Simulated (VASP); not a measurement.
# Ti2Al (P-3m1) in VASP: single point with PBE

Aim: the single point of Ti2Al with PBE.

Program: VASP 6.6.1. These are calculated values, not measurements. Logs are shortened: lines on timing, memory, paths and dates and some standing lists are left out, and cuts for length are marked.

## (1) The cell of the first run

Symmetry: P-3m1, No. 164, trigonal system. Conventional cell: a = 4.162 Å, b = 4.162 Å, c = 2.891 Å, α = 90.00°, β = 90.00°, γ = 120.00°. Within 3.2 Å of Ti (site symmetry 3m) lie 5 Ti at 2.44 to 2.89 Å and 6 Al at 2.71 to 2.91 Å. Within 3.6 Å of Al (site symmetry -3m) lie 12 Ti at 2.71 to 2.91 Å and 2 Al at 2.89 Å.

The cell was built from a structure type or drawn by symmetry, and may not be a known phase.

## (2) Single point, PBE

INCAR

```
PREC = Accurate ; ENCUT = 520
EDIFF = 1E-6 ; ISMEAR = 0
SIGMA = 0.1 ; LREAL = F
LASPH = T ; NELM = 80
ALGO = Fast ; ISIF = 2
LWAVE = F ; LCHARG = F
GGA = PE ; NBANDS = 20
```

KPOINTS

```
Automatic mesh
0
Gamma
  6 6 6
```

POSCAR

```
Ti2Al
1.0
    4.1621102400      0.0000000000      0.0000000000
   -2.0810551200      3.6044932000      0.0000000000
    0.0000000000      0.0000000000      2.8906563700
Ti Al
2 1
Direct
    0.3333333300      0.6666666700      0.4300000100
    0.6666666700      0.3333333300      0.5699999900
    0.0000000000      0.0000000000      0.0000000000
```

Potentials or basis: VASP PAW PBE potentials, release 64 (Ti_sv, Al).

Command:

```sh
> cat potpaw_PBE.64/Ti_sv/POTCAR potpaw_PBE.64/Al/POTCAR > POTCAR
> mpirun -np 1 vasp_std > vasp.out
```

OUTCAR:

```text
PREC = Accurate
   ENCUT = 520
   EDIFF = 1E-6
   ISMEAR = 0
   LREAL = F
   LASPH = T
   NELM = 80
   ISIF = 2
   GGA = PE

 ion  position               nearest neighbor table
   1  0.333  0.667  0.430-   2 2.44   2 2.44   2 2.44   3 2.71   3 2.71   3 2.71   3 2.91   3 2.91
                             3 2.91
   2  0.667  0.333  0.570-   1 2.44   1 2.44   1 2.44   3 2.71   3 2.71   3 2.71   3 2.91   3 2.91
                             3 2.91
   3  0.000  0.000  0.000-   1 2.71   2 2.71   1 2.71   2 2.71   2 2.71   1 2.71   2 2.91   1 2.91
                             1 2.91   2 2.91   2 2.91   1 2.91

  LATTYP: Found a hexagonal cell.
 ALAT       =     4.1621102400
 C/A-ratio  =     0.6945170126

  Lattice vectors:

 A1 = (   4.1621102400,   0.0000000000,   0.0000000000)
 A2 = (  -2.0810551200,   3.6044932000,   0.0000000000)
 A3 = (   0.0000000000,   0.0000000000,   2.8906563700)

Analysis of symmetry for initial positions (statically):
=====================================================================
 Subroutine PRICEL returns:
 Original cell was already a primitive cell.

 Routine SETGRP: Setting up the symmetry group for a
 hexagonal supercell.

 Subroutine GETGRP returns: Found 12 space group operations
 (whereof 12 operations were pure point group operations)
 out of a pool of 24 trial point group operations.

The static configuration has the point symmetry D_3d.

Analysis of symmetry for dynamics (positions and initial velocities):
=====================================================================
 Subroutine PRICEL returns:
 Original cell was already a primitive cell.

 Routine SETGRP: Setting up the symmetry group for a
 hexagonal supercell.

 Subroutine GETGRP returns: Found 12 space group operations
 (whereof 12 operations were pure point group operations)
 out of a pool of 24 trial point group operations.

The dynamic configuration has the point symmetry D_3d.

 Subroutine INISYM returns: Found 12 space group operations
 (whereof 12 operations are pure point group operations),
 and found     1 'primitive' translations

----------------------------------------------------------------------------------------

                                     Primitive cell

  volume of cell :      43.3665

  direct lattice vectors                    reciprocal lattice vectors
[... 81 lines left out ...]
   ISTART =      0    job   : 0-new  1-cont  2-samecut
   ICHARG =      2    charge: 1-file 2-atom 10-const
   ISPIN  =      1    spin polarized calculation?
   LNONCOLLINEAR =      F non collinear calculations
   LSORBIT =      F    spin-orbit coupling
   LASPH  =      T    aspherical Exc in radial PAW
   ENCUT  =  520.0 eV  38.22 Ry    6.18 a.u.   7.74  7.74  5.37*2*pi/ulx,y,z
   NELM   =     80;   NELMIN=  2; NELMDL= -5     # of ELM steps
   EDIFF  = 0.1E-05   stopping-criterion for ELM
   LREAL  =      F    real-space projection
   EDIFFG = 0.1E-04   stopping-criterion for IOM
   NSW    =      0    number of steps for IOM
   IBRION =     -1    ionic relax: 0-MD 1-quasi-New 2-CG
   NFREE  =      0    steps in history (QN), initial steepest desc. (CG)
   ISIF   =      2    stress and relaxation
   ISYM   =      2    0-nonsym 1-usesym 2-fastsym
   POTIM  = 0.5000    time-step for ionic-motion
   TEBEG  =    0.0;   TEEND  =   0.0 temperature during run
   PSTRESS=    0.0 pullay stress
   NELECT =      27.0000    total number of electrons
   NUPDOWN=      -1.0000    fix difference up-down
   EMIN   =  10.00;   EMAX   =-10.00  energy-range for DOS
   EFERMI =   0.00;   METHOD = LEGACY
   ISMEAR =     0;   SIGMA  =   0.10  broadening in eV -4-tet -1-fermi 0-gaus
   EFERMI_NEDOS =   21; number of points for ismear=-14 and -15
   IALGO  =     68    algorithm
   IMIX   =      4    mixing-type and parameters
     AMIX     =   0.40;   BMIX     =  1.00
     AMIX_MAG =   1.60;   BMIX_MAG =  1.00
  volume/ion in A,a.u.               =      14.46        97.55
  Fermi-wavevector in a.u.,A,eV,Ry     =   1.397906  2.641659 26.587709  1.954141
  Thomas-Fermi vector in A             =   2.521116
   LORBIT       =      0    0 simple, 1 ext, 2 COOP (PROOUT), +10 PAW based schemes
   GGA     = PE    functional components
   LHFCALC =     F    Hartree Fock is set to
   AEXX    =    0.0000 exact exchange contribution
   IVDW    =     0    specifies the selected vdW correction
   LEPSILON=     F    determine dielectric tensor
   LRPA    =     F    only Hartree local field effects (RPA)
 non-spin polarized calculation
 RMM-DIIS sequential band-by-band and
 Gauss-broadening in eV      SIGMA  =   0.10
  energy-cutoff  :      520.00
  volume of cell :       43.37
 maximum number of plane-waves:      1187
 NGX is ok and might be reduce to    32
   NGX = 15   NGY = 15   NGZ = 11

 number of electron      26.9999997 magnetization

 Free energy of the ion-electron system (eV)
  ---------------------------------------------------
  ext. energy  EPLUGINS =         0.00000000
  ---------------------------------------------------
  free energy    TOTEN  =       -19.20918075 eV

  energy without entropy =      -19.18898353  energy(sigma->0) =      -19.19908214

 E-fermi :   9.6967     XC(G=0): -11.8001

 val. band max:        9.6705829987   @ k =   0.3333   0.0000   0.5000
 cond. band min:       9.7037638461   @ k =   0.3333   0.1667   0.3333
 fundamental gap:      0.0331808474
 Fermi energy:         9.6967357677

 k-point     1 :       0.0000    0.0000    0.0000
  band No.  band energies     occupation
      1     -46.6559      2.00000
      2     -46.2356      2.00000
      3     -23.3332      2.00000
      4     -23.3332      2.00000
      5     -22.5804      2.00000
      6     -22.3965      2.00000
[... 541 lines left out ...]
     19      13.0354      0.00000
     20      14.3829      0.00000

 [... further k-points ...]
[... 5 lines left out ...]
  --------------------------------------------------------------------------------------
  -------------------------------------------------------------------------------------
  Total        7.2411933      7.2411933     -0.1656731      0.0000000      0.0000000      0.0000000
  in kB      267.5262881    267.5262880     -6.1208011      0.0000000      0.0000000      0.0000000
  external PRESSURE =     176.3105917 kB  Pullay stress =       0.0000000 kB

 VOLUME and BASIS-vectors are now :
 -----------------------------------------------------------------------------
  energy-cutoff  :      520.00
  volume of cell :       43.37
      direct lattice vectors                 reciprocal lattice vectors
     4.162110240  0.000000000  0.000000000     0.240262737  0.138715756  0.000000000
    -2.081055120  3.604493200  0.000000000     0.000000000  0.277431512  0.000000000
     0.000000000  0.000000000  2.890656370     0.000000000  0.000000000  0.345942192

 POSITION                                       TOTAL-FORCE (eV/Angst)
 -----------------------------------------------------------------------------------
     -0.00000      2.40300      1.24298         0.000000     -0.000000      0.631665
      2.08106      1.20150      1.64767        -0.000000      0.000000     -0.631665
      0.00000      0.00000      0.00000         0.000000      0.000000      0.000000
 -----------------------------------------------------------------------------------
    total drift:                               -0.000000      0.000000      0.000000

  FREE ENERGIE OF THE ION-ELECTRON SYSTEM (eV)
  ---------------------------------------------------
  free  energy   TOTEN  =       -19.2091807480 eV

  energy  without entropy=      -19.1889835319  energy(sigma->0) =      -19.19908214
```

OSZICAR:

```text
N       E                     dE             d eps       ncg     rms          rms(c)
DAV:   1     0.295885559425E+03    0.29589E+03   -0.13498E+04  1360   0.154E+03
DAV:   2     0.115338279868E+02   -0.28435E+03   -0.27853E+03  1372   0.461E+02
DAV:   3    -0.193791557854E+02   -0.30913E+02   -0.30209E+02  2604   0.126E+02
[... 22 lines left out ...]
RMM:  26    -0.192091767007E+02   -0.21085E-05   -0.23625E-05  1596   0.206E-02    0.347E-03
RMM:  27    -0.192091783235E+02   -0.16228E-05   -0.17406E-05  1377   0.174E-02    0.392E-03
RMM:  28    -0.192091792659E+02   -0.94235E-06   -0.12857E-05  1566   0.174E-02    0.256E-03
RMM:  29    -0.192091802019E+02   -0.93598E-06   -0.10913E-05  1442   0.151E-02    0.228E-03
RMM:  30    -0.192091807480E+02   -0.54609E-06   -0.72734E-06  1460   0.140E-02
   1 F= -.19209181E+02 E0= -.19199082E+02  d E =-.201972E-01
```

Run time: 89 s. Hardware: 1 thread of Intel Xeon 8259CL, shared host; peak memory 0.18 GiB.

Results:

- Free energy: -19.2092 eV
- Pressure: 17.6 GPa
- Largest force: 0.632 eV/Å
- Band gap on the k mesh: zero (an odd number of electrons rules out a gap without spin polarisation)

Forces on the atoms (eV/Å):
```
Ti   0.000  0.000  0.632
Ti   0.000  0.000 -0.632
Al   0.000  0.000  0.000
```

Levels at points of the mesh, in eV from the Fermi level:
| k point | band 9 | band 10 | band 11 | band 12 | band 13 | band 14 | band 15 | band 16 | band 17 | band 18 |
| --- | --- | --- | --- | --- | --- | --- | --- | --- | --- | --- |
| (0.00, 0.00, 0.00) | -8.53 | -1.94 | -1.94 | -1.27 | 0.16 | 0.59 | 0.59 | 1.94 | 1.94 | 3.10 |
| (0.50, 0.00, 0.00) | -6.62 | -4.60 | -1.87 | -1.20 | -0.34 | 0.06 | 0.62 | 1.51 | 2.15 | 3.02 |
| (0.00, 0.00, 0.50) | -4.44 | -4.13 | -1.67 | -1.67 | -0.44 | -0.44 | 0.58 | 0.58 | 2.55 | 2.55 |
| (0.50, 0.00, 0.50) | -4.34 | -3.24 | -2.50 | -1.87 | -0.44 | -0.16 | 0.33 | 2.07 | 3.28 | 3.36 |

Caveat: the k points lie up to 0.36 Å⁻¹ apart, too coarse for converged energies and pressures of a metal.
